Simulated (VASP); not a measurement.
## ZnCd2Te3: single point with PBE

The system is ZnCd2Te3.

```xyz
6
Lattice="4.5281 0.0000 0.0000 0.0000 4.5281 0.0000 0.0000 0.0000 8.4118" Properties=species:S:1:pos:R:3 pbc="T T T"
Zn    2.2640    2.2640    0.0000
Cd    2.2640    0.0000    0.0000
Cd    0.0000    2.2640    0.0000
Te    2.2640    2.2640    1.8004
Te    2.2640    2.2640    6.6114
Te    2.2640    2.2640    4.2059
```

The cell was generated, and may not be a known phase.

```yaml
Program: VASP 6.6.1
Task: single point
Functional: PBE
Potentials_or_basis: VASP PAW PBE potentials, release 64 (Zn, Cd, Te)
Cutoff: 520 eV
k_mesh: 4 × 4 × 2
Occupations: gaussian, width 0.1 eV
Spin: no spin polarisation
Dipole_correction: no
Further_INCAR_settings: ALGO = Normal; EDIFF = 1e-06; NBANDS = 36
```

| Quantity | Value |
| --- | --- |
| Pressure | 61.6 GPa |
| Largest force | 23.056 eV/Å |
| Band gap on the k mesh | zero (bands 27 and 28 overlap by 0.72 eV) |

Forces in eV/Å, atoms in the order of the input:
```
Zn    0.000   0.000   0.000
Cd    0.000   0.000   0.000
Cd    0.000   0.000   0.000
Te    0.000   0.000  23.056
Te    0.000   0.000 -23.056
Te    0.000   0.000   0.000
```

Stress tensor (GPa, compression positive):
```
 23.91   0.00   0.00
  0.00  23.91   0.00
  0.00   0.00 136.99
```

Levels at points of the mesh, in eV from the Fermi level:
```
           k point  band 25  band 26  band 27  band 28  band 29  band 30
(0.00, 0.00, 0.00)    -2.05    -2.05    -0.53    -0.39     1.29     2.26
(0.50, 0.00, 0.00)    -2.20    -1.71    -0.18     1.01     2.36     2.40
(0.50, 0.50, 0.00)    -3.15    -3.15    -2.04     1.84     1.84     3.12
(0.00, 0.00, 0.50)    -1.36    -0.51     0.00     0.00     0.99     1.07
(0.50, 0.00, 0.50)    -1.41    -0.74    -0.69     0.09     1.53     1.77
(0.50, 0.50, 0.50)    -1.73    -1.73    -1.06    -0.03    -0.03     1.12
```

Wall time 42 s on 1 thread of Intel(R) Xeon(R) 6975P-C (Granite Rapids), with other jobs on the host, peak memory 0.3 GiB.

Caveat: the k points lie up to 0.37 Å⁻¹ apart, too coarse for converged energies and pressures of a metal; atoms lie so close that the PAW spheres overlap strongly, which falsifies energies and pressures; semilocal functionals underestimate gaps, and a narrow one can read as zero; spin-orbit coupling is left out, which moves the levels of the heavy elements; forces of over 1 eV/Å act on the atoms, so gaps and moduli don't describe the material at rest.
